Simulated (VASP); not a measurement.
# MoOs (P-6m2) in VASP: further runs

The runs below take MoOs through single point, with LDA.

All numbers are computed with VASP 6.6.1; they aren't measurements. Logs are shortened: lines on timing, memory, paths and dates and some standing lists are left out, and cuts for length are marked.

### 1 The cell of the first run

Symmetry: P-6m2, No. 187, hexagonal system. The conventional cell has a = 2.937 Å, b = 2.937 Å, c = 4.044 Å, α = 90.00°, β = 90.00°, γ = 120.00°. Within 3.5 Å of Mo (site symmetry -6m2) lie 6 Os at 2.64 Å and 6 Mo at 2.94 Å. Os (site symmetry -6m2) has 6 Mo at 2.64 Å and 6 Os at 2.94 Å within 3.5 Å.

### 2 Single point, LDA

File INCAR:

```
SYSTEM = MoOs
PREC = Accurate ; ENCUT = 520
EDIFF = 1E-7 ; ISMEAR = 0
SIGMA = 0.15 ; LREAL = .FALSE.
LASPH = .TRUE. ; NELM = 100
ALGO = Fast ; ISIF = 2
LWAVE = .FALSE. ; LCHARG = .FALSE.
NBANDS = 18
```

File KPOINTS:

```
regular mesh
0
G
  21 21 12
  0 0 0
```

File POSCAR:

```
MoOs
1.0
    2.9366082133      0.0000000000      0.0000000000
   -1.4683041067      2.5431773137      0.0000000000
    0.0000000000      0.0000000000      4.0442575815
Mo Os
1 1
Direct
    0.6666666667      0.3333333333      0.5000000000
    0.3333333333      0.6666666667      0.0000000000
```

Potentials or basis: VASP PAW LDA potentials, release 64 (Mo_sv, Os).

The run is started by

```
cat potpaw_LDA.64/Mo_sv/POTCAR potpaw_LDA.64/Os/POTCAR > POTCAR
mpirun -np 1 vasp_std > vasp.out
```

OUTCAR:

```text
SYSTEM = MoOs
   PREC = Accurate
   ENCUT = 520
   EDIFF = 1E-7
   ISMEAR = 0
   LREAL = .FALSE.
   LASPH = .TRUE.
   NELM = 100
   ISIF = 2

 ion  position               nearest neighbor table
   1  0.667  0.333  0.500-   2 2.64   2 2.64   2 2.64   2 2.64   2 2.64   2 2.64
   2  0.333  0.667  0.000-   1 2.64   1 2.64   1 2.64   1 2.64   1 2.64   1 2.64

  LATTYP: Found a hexagonal cell.
 ALAT       =     2.9366082133
 C/A-ratio  =     1.3771866343

  Lattice vectors:

 A1 = (   2.9366082133,   0.0000000000,   0.0000000000)
 A2 = (  -1.4683041067,   2.5431773137,   0.0000000000)
 A3 = (   0.0000000000,   0.0000000000,   4.0442575815)

Analysis of symmetry for initial positions (statically):
=====================================================================
 Subroutine PRICEL returns:
 Original cell was already a primitive cell.

 Routine SETGRP: Setting up the symmetry group for a
 hexagonal supercell.

 Subroutine GETGRP returns: Found 12 space group operations
 (whereof 12 operations were pure point group operations)
 out of a pool of 24 trial point group operations.

The static configuration has the point symmetry D_3h.

Analysis of symmetry for dynamics (positions and initial velocities):
=====================================================================
 Subroutine PRICEL returns:
 Original cell was already a primitive cell.

 Routine SETGRP: Setting up the symmetry group for a
 hexagonal supercell.

 Subroutine GETGRP returns: Found 12 space group operations
 (whereof 12 operations were pure point group operations)
 out of a pool of 24 trial point group operations.

The dynamic configuration has the point symmetry D_3h.

 Subroutine INISYM returns: Found 12 space group operations
 (whereof 12 operations are pure point group operations),
 and found     1 'primitive' translations

----------------------------------------------------------------------------------------

                                     Primitive cell

  volume of cell :      30.2038

  direct lattice vectors                    reciprocal lattice vectors
     2.936608213  0.000000000  0.000000000     0.340528912  0.196604459  0.000000000
    -1.468304107  2.543177314  0.000000000     0.000000000  0.393208918  0.000000000
     0.000000000  0.000000000  4.044257582     0.000000000  0.000000000  0.247264171

  length of vectors
     2.936608213  2.936608213  4.044257582     0.393208918  0.393208918  0.247264171

  position of ions in fractional coordinates (direct lattice)
     0.666666667  0.333333333  0.500000000
     0.333333333  0.666666667  0.000000000

  ion indices of the primitive-cell ions
   primitive index   ion index
                 1           1
                 2           2

----------------------------------------------------------------------------------------

 KPOINTS: regular mesh

Automatic generation of k-mesh.
 Grid dimensions read from file:
 generate k-points for:   21   21   12

 Generating k-lattice:

  Cartesian coordinates                     Fractional coordinates (reciprocal lattice)
     0.016215662  0.009362117  0.000000000     0.047619048  0.000000000  0.000000000
     0.000000000  0.018724234  0.000000000     0.000000000  0.047619048  0.000000000
     0.000000000  0.000000000  0.020605348     0.000000000  0.000000000  0.083333333

  Length of vectors
     0.018724234  0.018724234  0.020605348

  Shift w.r.t. Gamma in fractional coordinates (k-lattice)
     0.000000000  0.000000000  0.000000000

 Subroutine IBZKPT returns following result:
 ===========================================

 Found    336 irreducible k-points:

 Following reciprocal coordinates:
            Coordinates               Weight
  0.000000  0.000000  0.000000      1.000000
  0.047619 -0.000000  0.000000      6.000000
  0.095238  0.000000  0.000000      6.000000
  0.142857 -0.000000  0.000000      6.000000
  0.190476  0.000000  0.000000      6.000000
  0.238095 -0.000000  0.000000      6.000000
[... 16 lines left out ...]
  0.142857  0.095238  0.000000     12.000000
  0.190476  0.095238  0.000000     12.000000
 [... further k-points ...]
   k-points           NKPTS =    336   k-points in BZ     NKDIM =    336   number of bands    NBANDS=     18
   number of dos      NEDOS =    301   number of ions     NIONS =      2
   total plane-waves  NPLWV =  17280
   dimension x,y,z NGX =    24 NGY =   24 NGZ =   30
   dimension x,y,z NGXF=    48 NGYF=   48 NGZF=   60
   ions per type =               1   1
   NGX,Y,Z   is equivalent  to a cutoff of  13.59, 13.59, 12.33 a.u.
   NGXF,Y,Z  is equivalent  to a cutoff of  27.17, 27.17, 24.66 a.u.
 SYSTEM =  MoOs
   PREC   = accura    normal or accurate (medium, high low for compatibility)
   ISTART =      0    job   : 0-new  1-cont  2-samecut
   ICHARG =      2    charge: 1-file 2-atom 10-const
   ISPIN  =      1    spin polarized calculation?
   LNONCOLLINEAR =      F non collinear calculations
   LSORBIT =      F    spin-orbit coupling
   LASPH  =      T    aspherical Exc in radial PAW
   ENCUT  =  520.0 eV  38.22 Ry    6.18 a.u.   5.46  5.46  7.52*2*pi/ulx,y,z
   NELM   =    100;   NELMIN=  2; NELMDL= -5     # of ELM steps
   EDIFF  = 0.1E-06   stopping-criterion for ELM
   LREAL  =      F    real-space projection
   EDIFFG = 0.1E-05   stopping-criterion for IOM
   NSW    =      0    number of steps for IOM
   IBRION =     -1    ionic relax: 0-MD 1-quasi-New 2-CG
   NFREE  =      0    steps in history (QN), initial steepest desc. (CG)
   ISIF   =      2    stress and relaxation
   ISYM   =      2    0-nonsym 1-usesym 2-fastsym
   POTIM  = 0.5000    time-step for ionic-motion
   TEBEG  =    0.0;   TEEND  =   0.0 temperature during run
   PSTRESS=    0.0 pullay stress
   NELECT =      22.0000    total number of electrons
   NUPDOWN=      -1.0000    fix difference up-down
   EMIN   =  10.00;   EMAX   =-10.00  energy-range for DOS
   EFERMI =   0.00;   METHOD = LEGACY
   ISMEAR =     0;   SIGMA  =   0.15  broadening in eV -4-tet -1-fermi 0-gaus
   EFERMI_NEDOS =   21; number of points for ismear=-14 and -15
   IALGO  =     68    algorithm
   IMIX   =      4    mixing-type and parameters
     AMIX     =   0.40;   BMIX     =  1.00
     AMIX_MAG =   1.60;   BMIX_MAG =  1.00
  volume/ion in A,a.u.               =      15.10       101.91
  Fermi-wavevector in a.u.,A,eV,Ry     =   1.472975  2.783518 29.519935  2.169654
  Thomas-Fermi vector in A             =   2.587924
   LORBIT       =      0    0 simple, 1 ext, 2 COOP (PROOUT), +10 PAW based schemes
   GGA     = CA    functional components
   LHFCALC =     F    Hartree Fock is set to
   AEXX    =    0.0000 exact exchange contribution
   IVDW    =     0    specifies the selected vdW correction
   LEPSILON=     F    determine dielectric tensor
   LRPA    =     F    only Hartree local field effects (RPA)
 non-spin polarized calculation
 RMM-DIIS sequential band-by-band and
 Gauss-broadening in eV      SIGMA  =   0.15
  energy-cutoff  :      520.00
  volume of cell :       30.20
 maximum number of plane-waves:       837
 NGX is ok and might be reduce to    24
   NGX = 11   NGY = 11   NGZ = 15

 number of electron      22.0000000 magnetization

 Free energy of the ion-electron system (eV)
  ---------------------------------------------------
  ext. energy  EPLUGINS =         0.00000000
  ---------------------------------------------------
  free energy    TOTEN  =       -24.15019765 eV

  energy without entropy =      -24.11668615  energy(sigma->0) =      -24.13344190

 E-fermi :  10.4299     XC(G=0): -13.7354

 val. band max:       10.4281358897   @ k =   0.3333   0.1905   0.1667
 cond. band min:      10.4344582707   @ k =   0.3333   0.3333   0.3333
 fundamental gap:      0.0063223810
 Fermi energy:        10.4299233184

 k-point     1 :       0.0000    0.0000    0.0000
  band No.  band energies     occupation
      1     -50.0226      2.00000
      2     -24.3519      2.00000
      3     -23.9226      2.00000
      4     -23.9226      2.00000
      5       1.6710      2.00000
      6       4.4135      2.00000
[... 10 lines left out ...]
     17      22.0561      0.00000
     18      23.7657      0.00000

 k-point     2 :       0.0476   -0.0000    0.0000
  band No.  band energies     occupation
      1     -50.0204      2.00000
      2     -24.3505      2.00000
      3     -23.9399      2.00000
      4     -23.9265      2.00000
      5       1.7493      2.00000
      6       4.4666      2.00000
[... 10 lines left out ...]
     17      22.0915      0.00000
     18      23.9034      0.00000

 k-point     3 :       0.0952    0.0000    0.0000
  band No.  band energies     occupation
      1     -50.0138      2.00000
      2     -24.3464      2.00000
      3     -23.9899      2.00000
      4     -23.9377      2.00000
      5       1.9798      2.00000
      6       4.6167      2.00000
[... 10 lines left out ...]
     17      22.1686      0.00000
     18      24.2972      0.00000

 k-point     4 :       0.1429   -0.0000    0.0000
  band No.  band energies     occupation
      1     -50.0035      2.00000
      2     -24.3401      2.00000
      3     -24.0677      2.00000
      4     -23.9552      2.00000
      5       2.3487      2.00000
      6       4.8333      2.00000
[... 10 lines left out ...]
     17      22.2211      0.00000
     18      24.8335      0.00000

 k-point     5 :       0.1905    0.0000    0.0000
  band No.  band energies     occupation
      1     -49.9903      2.00000
      2     -24.3319      2.00000
      3     -24.1656      2.00000
      4     -23.9773      2.00000
      5       2.8296      2.00000
      6       5.0572      2.00000
[... 10 lines left out ...]
     17      22.1845      0.00000
     18      24.9272      0.00000

 k-point     6 :       0.2381   -0.0000    0.0000
  band No.  band energies     occupation
      1     -49.9754      2.00000
      2     -24.3227      2.00000
      3     -24.2744      2.00000
      4     -24.0022      2.00000
      5       3.3764      2.00000
      6       5.2012      2.00000
[... 10 lines left out ...]
     17      22.0075      0.00000
     18      23.8659      0.00000

 k-point     7 :       0.2857   -0.0000    0.0000
  band No.  band energies     occupation
      1     -49.9601      2.00000
      2     -24.3842      2.00000
      3     -24.3133      2.00000
      4     -24.0275      2.00000
      5       3.9111      2.00000
      6       5.2095      2.00000
[... 10 lines left out ...]
     17      21.5336      0.00000
     18      22.5813      0.00000

 k-point     8 :       0.3333   -0.0000    0.0000
  band No.  band energies     occupation
      1     -49.9459      2.00000
      2     -24.4854      2.00000
      3     -24.3044      2.00000
      4     -24.0510      2.00000
      5       4.3137      2.00000
      6       5.1539      2.00000
[... 10 lines left out ...]
     17      21.6651      0.00000
     18      21.8932      0.00000
[... 229 lines left out ...]
     17      21.3591      0.00000
     18      21.7159      0.00000

 k-point    20 :       0.4286    0.0476    0.0000
  band No.  band energies     occupation
      1     -49.9217      2.00000
      2     -24.6442      2.00000
      3     -24.2894      2.00000
      4     -24.1000      2.00000
      5       4.5068      2.00000
      6       5.2751      2.00000
[... 10 lines left out ...]
     17      20.9156      0.00000
     18      21.2788      0.00000

 k-point    21 :       0.4762    0.0476    0.0000
  band No.  band energies     occupation
      1     -49.9194      2.00000
      2     -24.6596      2.00000
      3     -24.2880      2.00000
      4     -24.1039      2.00000
      5       4.4871      2.00000
      6       5.2920      2.00000
[... 10 lines left out ...]
     17      20.6945      0.00000
     18      21.1760      0.00000

 k-point    22 :       0.0952    0.0952    0.0000
  band No.  band energies     occupation
      1     -49.9976      2.00000
      2     -24.3365      2.00000
      3     -24.1068      2.00000
      4     -23.9696      2.00000
      5       2.5644      2.00000
      6       4.9580      2.00000
[... 10 lines left out ...]
     17      22.2229      0.00000
     18      25.0776      0.00000

 k-point    23 :       0.1429    0.0952    0.0000
  band No.  band energies     occupation
      1     -49.9850      2.00000
      2     -24.3287      2.00000
      3     -24.1949      2.00000
      4     -23.9959      2.00000
      5       3.0372      2.00000
      6       5.1823      2.00000
[... 10 lines left out ...]
     17      22.1551      0.00000
     18      24.9529      0.00000

 k-point    24 :       0.1905    0.0952    0.0000
  band No.  band energies     occupation
      1     -49.9708      2.00000
      2     -24.3199      2.00000
      3     -24.2926      2.00000
      4     -24.0257      2.00000
      5       3.5811      2.00000
      6       5.3482      2.00000
[... 10 lines left out ...]
     17      21.9530      0.00000
     18      23.7297      0.00000

 [... further k-points ...]

------------------------ aborting loop because EDIFF is reached ----------------------------------------

  FORCE on cell =-STRESS in cart. coord.  units (eV):
  Direction    XX          YY          ZZ          XY          YZ          ZX
  --------------------------------------------------------------------------------------
  -------------------------------------------------------------------------------------
  Total       -3.7426743     -3.7426743      3.2123606      0.0000000     -0.0000000     -0.0000000
  in kB     -198.5322932   -198.5322932    170.4015002      0.0000000     -0.0000000     -0.0000000
  external PRESSURE =     -75.5543620 kB  Pullay stress =       0.0000000 kB

 VOLUME and BASIS-vectors are now :
 -----------------------------------------------------------------------------
  energy-cutoff  :      520.00
  volume of cell :       30.20
      direct lattice vectors                 reciprocal lattice vectors
     2.936608213  0.000000000  0.000000000     0.340528912  0.196604459  0.000000000
    -1.468304107  2.543177314  0.000000000     0.000000000  0.393208918  0.000000000
     0.000000000  0.000000000  4.044257582     0.000000000  0.000000000  0.247264171

 POSITION                                       TOTAL-FORCE (eV/Angst)
 -----------------------------------------------------------------------------------
      1.46830      0.84773      2.02213        -0.000000      0.000000      0.000000
     -0.00000      1.69545      0.00000         0.000000      0.000000      0.000000
 -----------------------------------------------------------------------------------
    total drift:                               -0.000000      0.000000      0.000000

  FREE ENERGIE OF THE ION-ELECTRON SYSTEM (eV)
  ---------------------------------------------------
  free  energy   TOTEN  =       -24.1501976487 eV

  energy  without entropy=      -24.1166861548  energy(sigma->0) =      -24.13344190
```

Wall time 4.3 min (1 thread of Intel Xeon 8259CL, shared host); peak memory 0.29 GiB.

Results:

```
Free energy            : -24.1502 eV
Pressure               : -7.6 GPa
Band gap on the k mesh : zero (bands 11 and 12 overlap by 2.17 eV)
```

Caveat: the cell stands under tension; spin-orbit coupling is left out, which moves the levels of the heavy elements.

(Part 1 of 3 ends here.)
